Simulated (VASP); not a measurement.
# Ti (P6_3/mmc) in VASP: a series of runs, part 2 of 2

VASP 6.6.1.

### Step 4. Electric field gradients, PBEsol (17.83 Å³/atom)

This run uses another cell than the first one, of 17.83 Å³/atom.

INCAR

```
SYSTEM = Ti
  PREC = Accurate
  ENCUT = 520
  EDIFF = 1E-8
  ISMEAR = -1
  SIGMA = 0.08
  LREAL = .False.
  LASPH = .True.
  NELM = 60
  ALGO = Normal
  ISIF = 2
  LWAVE = .False.
  LCHARG = .False.
  GGA = PS
  LEFG = .True.
  NBANDS = 19
```

KPOINTS

```
regular mesh
0
Gamma
  13 13 7
  0 0 0
```

POSCAR

```
Ti
1.0
    2.9597985897      0.0000000000      0.0000000000
   -1.4798992949      2.5632607688      0.0000000000
    0.0000000000      0.0000000000      4.7015682207
Ti
2
Direct
    0.3333333333      0.6666666667      0.2500000000
    0.6666666667      0.3333333333      0.7500000000
```

Potentials or basis: VASP PAW PBE potentials, release 64 (Ti_sv).

Started as:

```console
cat potpaw_PBE.64/Ti_sv/POTCAR > POTCAR
mpirun -np 1 vasp_std > vasp.out
```

OUTCAR:

```text
SYSTEM = Ti
   PREC = Accurate
   ENCUT = 520
   EDIFF = 1E-8
   ISMEAR = -1
   LREAL = .False.
   LASPH = .True.
   NELM = 60
   ISIF = 2
   GGA = PS

 ion  position               nearest neighbor table
   1  0.333  0.667  0.250-   2 2.91   2 2.91   2 2.91   2 2.91   2 2.91   2 2.91
   2  0.667  0.333  0.750-   1 2.91   1 2.91   1 2.91   1 2.91   1 2.91   1 2.91

  LATTYP: Found a hexagonal cell.
 ALAT       =     2.9597985897
 C/A-ratio  =     1.5884757284

  Lattice vectors:

 A1 = (   2.9597985897,   0.0000000000,   0.0000000000)
 A2 = (  -1.4798992949,   2.5632607688,   0.0000000000)
 A3 = (   0.0000000000,   0.0000000000,   4.7015682207)

Analysis of symmetry for initial positions (statically):
=====================================================================
 Subroutine PRICEL returns:
 Original cell was already a primitive cell.

 Routine SETGRP: Setting up the symmetry group for a
 hexagonal supercell.

 Subroutine GETGRP returns: Found 24 space group operations
 (whereof 12 operations were pure point group operations)
 out of a pool of 24 trial point group operations.

The static configuration has the point symmetry D_3d.
 The point group associated with its full space group is D_6h.

Analysis of symmetry for dynamics (positions and initial velocities):
=====================================================================
 Subroutine PRICEL returns:
 Original cell was already a primitive cell.

 Routine SETGRP: Setting up the symmetry group for a
 hexagonal supercell.

 Subroutine GETGRP returns: Found 24 space group operations
 (whereof 12 operations were pure point group operations)
 out of a pool of 24 trial point group operations.

The dynamic configuration has the point symmetry D_3d.
 The point group associated with its full space group is D_6h.

 Subroutine INISYM returns: Found 24 space group operations
 (whereof 12 operations are pure point group operations),
 and found     1 'primitive' translations

----------------------------------------------------------------------------------------

                                     Primitive cell

  volume of cell :      35.6696

  direct lattice vectors                    reciprocal lattice vectors
     2.959798590  0.000000000  0.000000000     0.337860827  0.195064040  0.000000000
    -1.479899295  2.563260769  0.000000000     0.000000000  0.390128079  0.000000000
     0.000000000  0.000000000  4.701568221     0.000000000  0.000000000  0.212694989

  length of vectors
     2.959798590  2.959798590  4.701568221     0.390128079  0.390128079  0.212694989

  position of ions in fractional coordinates (direct lattice)
     0.333333333  0.666666667  0.250000000
     0.666666667  0.333333333  0.750000000

  ion indices of the primitive-cell ions
   primitive index   ion index
                 1           1
                 2           2

[... 76 lines left out ...]
   NFREE  =      0    steps in history (QN), initial steepest desc. (CG)
   ISIF   =      2    stress and relaxation
   ISYM   =      2    0-nonsym 1-usesym 2-fastsym
   POTIM  = 0.5000    time-step for ionic-motion
   TEBEG  =    0.0;   TEEND  =   0.0 temperature during run
   PSTRESS=    0.0 pullay stress
   NELECT =      24.0000    total number of electrons
   NUPDOWN=      -1.0000    fix difference up-down
   EMIN   =  10.00;   EMAX   =-10.00  energy-range for DOS
   EFERMI =   0.00;   METHOD = LEGACY
   ISMEAR =    -1;   SIGMA  =   0.08  broadening in eV -4-tet -1-fermi 0-gaus
   EFERMI_NEDOS =   21; number of points for ismear=-14 and -15
   IALGO  =     38    algorithm
   IMIX   =      4    mixing-type and parameters
     AMIX     =   0.40;   BMIX     =  1.00
     AMIX_MAG =   1.60;   BMIX_MAG =  1.00
  volume/ion in A,a.u.               =      17.83       120.36
  Fermi-wavevector in a.u.,A,eV,Ry     =   1.434540  2.710888 27.999500  2.057905
  Thomas-Fermi vector in A             =   2.553937
   LORBIT       =      0    0 simple, 1 ext, 2 COOP (PROOUT), +10 PAW based schemes
   GGA     = PS    functional components
   LHFCALC =     F    Hartree Fock is set to
   AEXX    =    0.0000 exact exchange contribution
   IVDW    =     0    specifies the selected vdW correction
   LEPSILON=     F    determine dielectric tensor
   LRPA    =     F    only Hartree local field effects (RPA)
 non-spin polarized calculation
  energy-cutoff  :      520.00
  volume of cell :       35.67
 maximum number of plane-waves:       984
 NGX is ok and might be reduce to    24
   NGX = 11   NGY = 11   NGZ = 17

 number of electron      24.0000002 magnetization

 Free energy of the ion-electron system (eV)
  ---------------------------------------------------
  ext. energy  EPLUGINS =         0.00000000
  ---------------------------------------------------
  free energy    TOTEN  =       -16.64925488 eV

  energy without entropy =      -16.59948002  energy(sigma->0) =      -16.62436745

 E-fermi :   7.9198     XC(G=0): -11.5087

 val. band max:        7.9178514241   @ k =   0.2308   0.2308   0.4286
 cond. band min:       7.9220140532   @ k =   0.0000   0.0000   0.4286
 fundamental gap:      0.0041626291
 Fermi energy:         7.9197786731

 k-point     1 :       0.0000    0.0000    0.0000
  band No.  band energies     occupation
      1     -48.7357      2.00000
      2     -48.6117      2.00000
      3     -25.3946      2.00000
      4     -24.7975      2.00000
      5     -24.7975      2.00000
      6     -24.7388      2.00000
[... 505 lines left out ...]
      6     -24.8227      2.00000
[... 11 lines left out ...]
     18       9.6683      0.00000
     19      11.1204      0.00000

 [... further k-points ...]

------------------------ aborting loop because EDIFF is reached ----------------------------------------

  FORCE on cell =-STRESS in cart. coord.  units (eV):
  Direction    XX          YY          ZZ          XY          YZ          ZX
  --------------------------------------------------------------------------------------
  -------------------------------------------------------------------------------------
  Total       -1.5110587     -1.5110587     -1.6235473      0.0000000      0.0000000      0.0000000
  in kB      -67.8725596    -67.8725596    -72.9252346      0.0000000      0.0000000      0.0000000
  external PRESSURE =     -69.5567846 kB  Pullay stress =       0.0000000 kB

 VOLUME and BASIS-vectors are now :
 -----------------------------------------------------------------------------
  energy-cutoff  :      520.00
  volume of cell :       35.67
      direct lattice vectors                 reciprocal lattice vectors
     2.959798590  0.000000000  0.000000000     0.337860827  0.195064040  0.000000000
    -1.479899295  2.563260769  0.000000000     0.000000000  0.390128079  0.000000000
     0.000000000  0.000000000  4.701568221     0.000000000  0.000000000  0.212694989

 POSITION                                       TOTAL-FORCE (eV/Angst)
 -----------------------------------------------------------------------------------
     -0.00000      1.70884      1.17539         0.000000     -0.000000      0.000000
      1.47990      0.85442      3.52618        -0.000000      0.000000      0.000000
 -----------------------------------------------------------------------------------
    total drift:                               -0.000000      0.000000     -0.000000

  FREE ENERGIE OF THE ION-ELECTRON SYSTEM (eV)
  ---------------------------------------------------
  free  energy   TOTEN  =       -16.6492548850 eV

  energy  without entropy=      -16.5994800229  energy(sigma->0) =      -16.62436745

 Electric field gradients (V/A^2)
---------------------------------------------------------------------
 ion       V_xx      V_yy      V_zz      V_xy      V_xz      V_yz
---------------------------------------------------------------------
   1      -8.085    -8.086    16.171    -0.000     0.000    -0.000
   2      -8.085    -8.086    16.171    -0.000    -0.000     0.000
---------------------------------------------------------------------

 Electric field gradients after diagonalization (V/A^2)
 (convention: |V_zz| > |V_xx| > |V_yy|)
----------------------------------------------------------------------
 ion       V_xx      V_yy      V_zz     asymmetry (V_yy - V_xx)/ V_zz
----------------------------------------------------------------------
   1      -8.086    -8.085    16.171       0.000
   2      -8.086    -8.085    16.171       0.000
----------------------------------------------------------------------

           NMR quadrupolar parameters

 Cq : quadrupolar parameter    Cq=e*Q*V_zz/h
 eta: asymmetry parameters     (V_yy - V_xx)/ V_zz
 Q  : nuclear electric quadrupole moment in mb (millibarn)
----------------------------------------------------------------------
 ion       Cq(MHz)       eta       Q (mb)
----------------------------------------------------------------------
   1       0.039       0.000       1.000
   2       0.039       0.000       1.000
----------------------------------------------------------------------
```

OSZICAR:

```text
N       E                     dE             d eps       ncg     rms          rms(c)
DAV:   1     0.261501818464E+03    0.26150E+03   -0.13150E+04  3200   0.156E+03
DAV:   2     0.110220377122E+02   -0.25048E+03   -0.24646E+03  3267   0.441E+02
DAV:   3    -0.177697327813E+02   -0.28792E+02   -0.28465E+02  5964   0.123E+02
DAV:   4    -0.190419113818E+02   -0.12722E+01   -0.12708E+01  3697   0.263E+01
DAV:   5    -0.190999411215E+02   -0.58030E-01   -0.58024E-01  4719   0.409E+00    0.121E+01
DAV:   6    -0.166628753419E+02    0.24371E+01   -0.88693E+00  3733   0.294E+01    0.281E+00
DAV:   7    -0.166357456887E+02    0.27130E-01   -0.77371E-01  4774   0.616E+00    0.205E+00
DAV:   8    -0.166563919804E+02   -0.20646E-01   -0.19844E-01  3567   0.521E+00    0.662E-01
DAV:   9    -0.166487849579E+02    0.76070E-02   -0.45545E-02  3683   0.209E+00    0.719E-02
DAV:  10    -0.166491904674E+02   -0.40551E-03   -0.29765E-03  4684   0.316E-01    0.892E-02
DAV:  11    -0.166492619201E+02   -0.71453E-04   -0.16148E-04  3667   0.837E-02    0.379E-02
DAV:  12    -0.166492549579E+02    0.69622E-05   -0.29637E-05  3839   0.457E-02    0.106E-02
DAV:  13    -0.166492549434E+02    0.14458E-07   -0.28683E-06  3621   0.155E-02    0.137E-03
DAV:  14    -0.166492548917E+02    0.51736E-07   -0.21842E-07  4202   0.268E-03    0.954E-04
DAV:  15    -0.166492548850E+02    0.66866E-08   -0.58605E-08  3260   0.183E-03
   1 F= -.16649255E+02 E0= -.16624367E+02  d E =-.497749E-01
```

stdout:

```text
POSCAR found type information on POSCAR Ti
 POSCAR found :  1 types and       2 ions
 scaLAPACK will be used
 -----------------------------------------------------------------------------
|                                                                             |
|                                                                             |
|     You enforced a specific xc type in the INCAR file but a different       |
|     I HOPE YOU KNOW WHAT YOU ARE DOING!                                     |
|                                                                             |
 -----------------------------------------------------------------------------

 LDA part: xc-table for (Slater+PW92), standard interpolation
 POSCAR, INCAR and KPOINTS ok, starting setup
 FFT: planning ... GRIDC
 FFT: planning ... GRID_SOFT
 FFT: planning ... GRID
 WAVECAR not read
 entering main loop
ion   1

ion   2
```

Run time: 60 s. Hardware: 1 thread of Intel Xeon 8259CL, shared host; peak memory 0.18 GiB.

What came out:

```yaml
Free_energy: -16.6493 eV
Pressure: -7.0 GPa
Band_gap_on_the_k_mesh: zero (bands 12 and 13 overlap by 1.08 eV)
Largest_electric_field_gradient_by_atom: Ti +16.2 V/Å²
```

Stress tensor (GPa, compression positive):
```
-6.79  0.00  0.00
 0.00 -6.79  0.00
 0.00  0.00 -7.29
```

Electric field gradients, principal values (V/Å²):
| atom | least | middle | greatest (by size) |
| --- | --- | --- | --- |
| 1 Ti | -8.085 | -8.086 | 16.171 |
| 2 Ti | -8.085 | -8.086 | 16.171 |

Caveat: the cell stands under tension; without QUAD_EFG the Cq values of the log hold for a quadrupole moment of 1 mb, not for the nuclei; the PAW data sets were made with another functional, which shifts forces and pressure a little.

### Step 5. Summary

| cell | cutoff (eV) | gap on the mesh (eV) | pressure (GPa) |
| --- | --- | --- | --- |
| a = 3.009, b = 3.009, c = 4.686 Å, angles 90.0, 90.0, 120.0°, 2 atoms | 400 | none | -10.1 |
| a = 3.038, b = 3.038, c = 4.686 Å, angles 90.0, 90.0, 120.0°, 2 atoms | 400 | none | -11.6 |
| a = 2.960, b = 2.960, c = 4.702 Å, angles 90.0, 90.0, 120.0°, 2 atoms | 520 | none | -7.0 |

Alike in all rows: task electric field gradients; level PBEsol; potentials or basis VASP PAW PBE potentials, release 64 (Ti_sv); no spin polarisation; k mesh 13 × 13 × 7; smearing fermi-dirac 0.08 eV.

Caveats: the cell stands under tension; the PAW data sets were made with another functional, which shifts forces and pressure a little.

Absolute energies hang on the potentials; compare differences alone.
